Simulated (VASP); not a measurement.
# H9O4F in VASP: single point with LDA

Aim: the single point of H9O4F with LDA.

All numbers are computed with VASP 6.6.1; they aren't measurements. Logs are shortened: lines on timing, memory, paths and dates and some standing lists are left out, and cuts for length are marked.

## (1) The cell of the first run

The cell holds a disordered packing, 14 atoms: a = 5.533 Å, b = 5.533 Å, c = 5.533 Å, α = 90.00°, β = 90.00°, γ = 90.00°.

## (2) Single point, LDA

The input, INCAR:

```
SYSTEM = H9O4F
ALGO = Normal
EDIFF = 1E-6
ENCUT = 1010
GGA_COMPAT = .False.
ISIF = 2
ISMEAR = -1
LASPH = .True.
LCHARG = .False.
LREAL = .False.
LWAVE = .False.
NBANDS = 33
NELM = 120
PREC = Accurate
SIGMA = 0.02
```

The input, KPOINTS:

```
k-points
0
Gamma
  1 1 1
  0 0 0
```

The input, POSCAR:

```
H9O4F
1.0
    5.5331330000      0.0000000000      0.0000000000
    0.0000000000      5.5331330000      0.0000000000
    0.0000000000      0.0000000000      5.5331330000
O H F
4 9 1
Direct
    0.3204332880      0.7305264486      0.6212574323
    0.0492668439      0.8423798958      0.2473643775
    0.6404147524      0.4390460161      0.7778052687
    0.7507681453      0.1494270967      0.1018591095
    0.4711616366      0.8015350435      0.5620685424
    0.1963806039      0.7760160473      0.4938612537
    0.1699941064      0.7833536624      0.1340289489
   -0.0575442521      0.6852356522      0.2771305154
    0.7087485517      0.2620757535      0.9469138009
    0.4792944612      0.5077232013      0.7223213322
    0.8188669963      0.2895466276      0.2165319359
    0.8759052060      0.0132113217      0.0974493113
    0.7440992291      0.4657036077      0.6291733815
    0.8543803303      0.4738183593      0.3651276772
```

Potentials or basis: VASP PAW LDA potentials, release 64 (O_h, H_h, F_h).

Launch:

```sh
cat potpaw_LDA.64/O_h/POTCAR potpaw_LDA.64/H_h/POTCAR potpaw_LDA.64/F_h/POTCAR > POTCAR
mpirun -np 1 vasp_gam > vasp.out
```

OUTCAR:

```text
SYSTEM = H9O4F
   EDIFF = 1E-6
   ENCUT = 1010
   ISIF = 2
   ISMEAR = -1
   LASPH = .True.
   LREAL = .False.
   NELM = 120
   PREC = Accurate

 ion  position               nearest neighbor table
   1  0.320  0.731  0.621-   5 0.98   6 1.02
   2  0.049  0.842  0.247-   7 0.97   8 1.06
   3  0.640  0.439  0.778-  13 1.01  10 1.02
   4  0.751  0.149  0.102-  12 1.02  11 1.07   9 1.09
   5  0.471  0.802  0.562-   1 0.98
   6  0.196  0.776  0.494-   1 1.02
   7  0.170  0.783  0.134-   2 0.97
   8  0.942  0.685  0.277-   2 1.06
   9  0.709  0.262  0.947-   4 1.09
  10  0.479  0.508  0.722-   3 1.02
  11  0.819  0.290  0.217-   4 1.07
  12  0.876  0.013  0.097-   4 1.02
  13  0.744  0.466  0.629-   3 1.01
  14  0.854  0.474  0.365-

  LATTYP: Found a simple cubic cell.
 ALAT       =     5.5331330000

  Lattice vectors:

 A1 = (   5.5331330000,   0.0000000000,   0.0000000000)
 A2 = (   0.0000000000,   5.5331330000,   0.0000000000)
 A3 = (   0.0000000000,   0.0000000000,   5.5331330000)

Analysis of symmetry for initial positions (statically):
=====================================================================
 Subroutine PRICEL returns:
 Original cell was already a primitive cell.

 Routine SETGRP: Setting up the symmetry group for a
 simple cubic supercell.

 Subroutine GETGRP returns: Found  1 space group operations
 (whereof  1 operations were pure point group operations)
 out of a pool of 48 trial point group operations.

The static configuration has the point symmetry C_1 .

Analysis of symmetry for dynamics (positions and initial velocities):
=====================================================================
 Subroutine PRICEL returns:
 Original cell was already a primitive cell.

 Routine SETGRP: Setting up the symmetry group for a
 simple cubic supercell.

 Subroutine GETGRP returns: Found  1 space group operations
 (whereof  1 operations were pure point group operations)
 out of a pool of 48 trial point group operations.

The dynamic configuration has the point symmetry C_1 .

 Subroutine INISYM returns: Found  1 space group operations
 (whereof  1 operations are pure point group operations),
 and found     1 'primitive' translations

----------------------------------------------------------------------------------------

                                     Primitive cell

  volume of cell :     169.4000

  direct lattice vectors                    reciprocal lattice vectors
     5.533133000  0.000000000  0.000000000     0.180729435  0.000000000  0.000000000
     0.000000000  5.533133000  0.000000000     0.000000000  0.180729435  0.000000000
     0.000000000  0.000000000  5.533133000     0.000000000  0.000000000  0.180729435

  length of vectors
     5.533133000  5.533133000  5.533133000     0.180729435  0.180729435  0.180729435

  position of ions in fractional coordinates (direct lattice)
     0.320433288  0.730526449  0.621257432
     0.049266844  0.842379896  0.247364377
     0.640414752  0.439046016  0.777805269
     0.750768145  0.149427097  0.101859109
     0.471161637  0.801535044  0.562068542
     0.196380604  0.776016047  0.493861254
     0.169994106  0.783353662  0.134028949
     0.942455748  0.685235652  0.277130515
     0.708748552  0.262075753  0.946913801
     0.479294461  0.507723201  0.722321332
     0.818866996  0.289546628  0.216531936
     0.875905206  0.013211322  0.097449311
     0.744099229  0.465703608  0.629173382
     0.854380330  0.473818359  0.365127677

  ion indices of the primitive-cell ions
   primitive index   ion index
                 1           1
                 2           2
                 3           3
                 4           4
                 5           5
                 6           6
                 7           7
                 8           8
                 9           9
                10          10
                11          11
                12          12
                13          13
                14          14

----------------------------------------------------------------------------------------

 KPOINTS: k-points

Automatic generation of k-mesh.
 Grid dimensions read from file:
 generate k-points for:    1    1    1

 Generating k-lattice:

  Cartesian coordinates                     Fractional coordinates (reciprocal lattice)
     0.180729435  0.000000000  0.000000000     1.000000000  0.000000000  0.000000000
     0.000000000  0.180729435  0.000000000     0.000000000  1.000000000  0.000000000
     0.000000000  0.000000000  0.180729435     0.000000000  0.000000000  1.000000000

  Length of vectors
     0.180729435  0.180729435  0.180729435

  Shift w.r.t. Gamma in fractional coordinates (k-lattice)
     0.000000000  0.000000000  0.000000000

 Subroutine IBZKPT returns following result:
 ===========================================

 Found      1 irreducible k-points:

 Following reciprocal coordinates:
            Coordinates               Weight
  0.000000  0.000000  0.000000      1.000000
   k-points           NKPTS =      1   k-points in BZ     NKDIM =      1   number of bands    NBANDS=     33
   number of dos      NEDOS =    301   number of ions     NIONS =     14
   total plane-waves  NPLWV = 216000
   dimension x,y,z NGX =    60 NGY =   60 NGZ =   60
   dimension x,y,z NGXF=   120 NGYF=  120 NGZF=  120
   ions per type =               4   9   1
   NGX,Y,Z   is equivalent  to a cutoff of  18.03, 18.03, 18.03 a.u.
   NGXF,Y,Z  is equivalent  to a cutoff of  36.05, 36.05, 36.05 a.u.
 SYSTEM =  H9O4F
   PREC   = accura    normal or accurate (medium, high low for compatibility)
   ISTART =      0    job   : 0-new  1-cont  2-samecut
   ICHARG =      2    charge: 1-file 2-atom 10-const
   ISPIN  =      1    spin polarized calculation?
   LNONCOLLINEAR =      F non collinear calculations
   LSORBIT =      F    spin-orbit coupling
   LASPH  =      T    aspherical Exc in radial PAW
   ENCUT  = 1010.0 eV  74.23 Ry    8.62 a.u.  14.34 14.34 14.34*2*pi/ulx,y,z
   NELM   =    120;   NELMIN=  2; NELMDL= -5     # of ELM steps
   EDIFF  = 0.1E-05   stopping-criterion for ELM
   LREAL  =      F    real-space projection
   EDIFFG = 0.1E-04   stopping-criterion for IOM
   NSW    =      0    number of steps for IOM
   IBRION =     -1    ionic relax: 0-MD 1-quasi-New 2-CG
   NFREE  =      0    steps in history (QN), initial steepest desc. (CG)
   ISIF   =      2    stress and relaxation
   ISYM   =      2    0-nonsym 1-usesym 2-fastsym
   POTIM  = 0.5000    time-step for ionic-motion
   TEBEG  =    0.0;   TEEND  =   0.0 temperature during run
   PSTRESS=    0.0 pullay stress
   NELECT =      40.0000    total number of electrons
   NUPDOWN=      -1.0000    fix difference up-down
   EMIN   =  10.00;   EMAX   =-10.00  energy-range for DOS
   EFERMI =   0.00;   METHOD = LEGACY
   ISMEAR =    -1;   SIGMA  =   0.02  broadening in eV -4-tet -1-fermi 0-gaus
   EFERMI_NEDOS =   21; number of points for ismear=-14 and -15
   IALGO  =     38    algorithm
   IMIX   =      4    mixing-type and parameters
     AMIX     =   0.40;   BMIX     =  1.00
     AMIX_MAG =   1.60;   BMIX_MAG =  1.00
  volume/ion in A,a.u.               =      12.10        81.65
  Fermi-wavevector in a.u.,A,eV,Ry     =   1.011868  1.912153 13.930681  1.023876
  Thomas-Fermi vector in A             =   2.144943
   LORBIT       =      0    0 simple, 1 ext, 2 COOP (PROOUT), +10 PAW based schemes
   GGA     = CA    functional components
   LHFCALC =     F    Hartree Fock is set to
   AEXX    =    0.0000 exact exchange contribution
   IVDW    =     0    specifies the selected vdW correction
   LEPSILON=     F    determine dielectric tensor
   LRPA    =     F    only Hartree local field effects (RPA)
 non-spin polarized calculation
  energy-cutoff  :     1010.00
  volume of cell :      169.40
 maximum number of plane-waves:      6147
 NGX is ok and might be reduce to    60
   NGX = 29   NGY = 29   NGZ = 29

 number of electron      40.0000000 magnetization

 Free energy of the ion-electron system (eV)
  ---------------------------------------------------
  ext. energy  EPLUGINS =         0.00000000
  ---------------------------------------------------
  free energy    TOTEN  =       -71.54912329 eV

  energy without entropy =      -71.54912329  energy(sigma->0) =      -71.54912329

 E-fermi :  -3.9497     XC(G=0):  -6.4693

 val. band max:       -4.4949660419   @ k =   0.0000   0.0000   0.0000
 cond. band min:       0.5040499275   @ k =   0.0000   0.0000   0.0000
 fundamental gap:      4.9990159694
 Fermi energy:        -3.9497044654

 k-point     1 :       0.0000    0.0000    0.0000
  band No.  band energies     occupation
      1     -25.0884      2.00000
      2     -22.9124      2.00000
      3     -22.5440      2.00000
      4     -22.1566      2.00000
      5     -21.4287      2.00000
      6     -11.6579      2.00000
      7     -10.9375      2.00000
      8     -10.4431      2.00000
      9     -10.0409      2.00000
     10      -9.3969      2.00000
     11      -8.1400      2.00000
     12      -7.6363      2.00000
     13      -7.1559      2.00000
     14      -6.1150      2.00000
     15      -5.8300      2.00000
     16      -5.7332      2.00000
     17      -5.4387      2.00000
     18      -4.8910      2.00000
     19      -4.6251      2.00000
     20      -4.4950      2.00000
     21       0.5040      0.00000
     22       4.1667      0.00000
     23       4.6497      0.00000
     24       5.1367      0.00000
     25       5.8420      0.00000
     26       6.2514      0.00000
     27       6.8474      0.00000
     28       7.1771      0.00000
     29       7.4431      0.00000
     30       7.6526      0.00000
     31       8.2197      0.00000
     32       8.4375      0.00000
 [bands above 32 left out]

------------------------ aborting loop because EDIFF is reached ----------------------------------------

  FORCE on cell =-STRESS in cart. coord.  units (eV):
  Direction    XX          YY          ZZ          XY          YZ          ZX
  --------------------------------------------------------------------------------------
  -------------------------------------------------------------------------------------
  Total       -0.0577526     -0.4998755     -1.1097011      0.2879287      0.9244321     -0.1453471
  in kB       -0.5462217     -4.7278005    -10.4955037      2.7232164      8.7432378     -1.3746861
  external PRESSURE =      -5.2565086 kB  Pullay stress =       0.0000000 kB

 VOLUME and BASIS-vectors are now :
 -----------------------------------------------------------------------------
  energy-cutoff  :     1010.00
  volume of cell :      169.40
      direct lattice vectors                 reciprocal lattice vectors
     5.533133000  0.000000000  0.000000000     0.180729435  0.000000000  0.000000000
     0.000000000  5.533133000  0.000000000     0.000000000  0.180729435  0.000000000
     0.000000000  0.000000000  5.533133000     0.000000000  0.000000000  0.180729435

 POSITION                                       TOTAL-FORCE (eV/Angst)
 -----------------------------------------------------------------------------------
      1.77300      4.04210      3.43750         0.040991      0.113397     -0.105727
      0.27260      4.66100      1.36870        -0.358107     -0.459537     -0.363717
      3.54350      2.42930      4.30370         0.190501      0.160293     -0.522474
      4.15410      0.82680      0.56360        -0.001133      0.640991     -0.458445
      2.60700      4.43500      3.11000        -0.261765      0.167233      0.084831
      1.08660      4.29380      2.73260         0.355020     -0.067642      0.171670
      0.94060      4.33440      0.74160         0.308804      0.067553     -0.302409
      5.21473      3.79150      1.53340         0.332101      0.181760      0.199382
      3.92160      1.45010      5.23940        -0.235075     -0.354155     -0.269981
      2.65200      2.80930      3.99670         0.160241     -0.193671      0.375537
      4.53090      1.60210      1.19810        -0.336226     -0.291446      0.373323
      4.84650      0.07310      0.53920        -0.041376      0.314405      0.369275
      4.11720      2.57680      3.48130        -0.118072     -0.452726      0.273882
      4.72740      2.62170      2.02030        -0.035905      0.173544      0.174854
 -----------------------------------------------------------------------------------
    total drift:                                0.000796     -0.000177      0.000948

  FREE ENERGIE OF THE ION-ELECTRON SYSTEM (eV)
  ---------------------------------------------------
  free  energy   TOTEN  =       -71.5491232907 eV

  energy  without entropy=      -71.5491232907  energy(sigma->0) =      -71.54912329
```

It took 19 s on 1 thread of Intel Xeon Platinum 8259CL at 2.50GHz (Skylake/Cascade Lake), shared host; peak memory 0.35 GiB.

What came out:

| Property | Result |
| --- | --- |
| Free energy | -71.5491 eV |
| Pressure | -0.5 GPa |
| Largest force | 0.788 eV/Å |

Forces in eV/Å, atoms in the order of the input:
```
O    0.041  0.113 -0.106
O   -0.358 -0.460 -0.364
O    0.191  0.160 -0.522
O   -0.001  0.641 -0.458
H   -0.262  0.167  0.085
H    0.355 -0.068  0.172
H    0.309  0.068 -0.302
H    0.332  0.182  0.199
H   -0.235 -0.354 -0.270
H    0.160 -0.194  0.376
H   -0.336 -0.291  0.373
H   -0.041  0.314  0.369
H   -0.118 -0.453  0.274
F   -0.036  0.174  0.175
```

Caveat: the k points lie up to 1.14 Å⁻¹ apart, too coarse for converged energies, forces and pressures; the atoms stand as in a frame of molecular dynamics.
